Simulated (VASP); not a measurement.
The system is HCl.

```
H Cl
1.0
     0.00000    2.73750    2.73750
     2.73750    0.00000    2.73750
     2.73750    2.73750    0.00000
H Cl
1 1
Direct
  0.00000 0.00000 0.00000
  0.50000 0.50000 0.50000
```

| Property | Result |
| --- | --- |
| Program | VASP 6.6.1 |
| Task | relaxation of cell and atoms |
| Functional | PBEsol |
| Potentials or basis | VASP PAW PBE potentials, release 64 (H, Cl) |
| Cutoff | 600 eV |
| k mesh | 6 × 6 × 6 |
| Occupations | gaussian, width 0.1 eV |
| Spin | no spin polarisation |

At the start: pressure -10.3 GPa; volume 20.51 Å³/atom.

**Question.** Where does the relaxation end?

**Answer.** Over 7 steps the energy falls by 547.3 meV/atom and the volume is 11.07 Å³/atom (-46.0 %); space group Fm-3m (No. 225, to 0.1 Å) before and after.

The path:
```tsv
step	energy change (eV)	largest force (eV/Å)	pressure (GPa)	volume (Å³)
1	0.0000	0.0000	-10.32	41.03
2	-0.4998	0.0000	-11.18	33.67
3	-0.6996	0.0000	29.76	16.97
4	-1.0054	0.0000	-7.23	25.61
5	-1.0739	0.0000	5.09	20.75
6	-1.0938	0.0000	-0.91	22.44
7	-1.0946	0.0000	0.01	22.14
```

Final structure:
```xyz
2
Lattice="0.0000 2.2286 2.2286 2.2286 0.0000 2.2286 2.2286 2.2286 0.0000" Properties=species:S:1:pos:R:3 pbc="T T T"
H     0.0000    0.0000    0.0000
Cl    2.2286    2.2286    2.2286
```

Caveat: the volume moved by over 15 % at a fixed basis, so the end points are rough; the PAW data sets were made with another functional, which shifts forces and pressure a little.
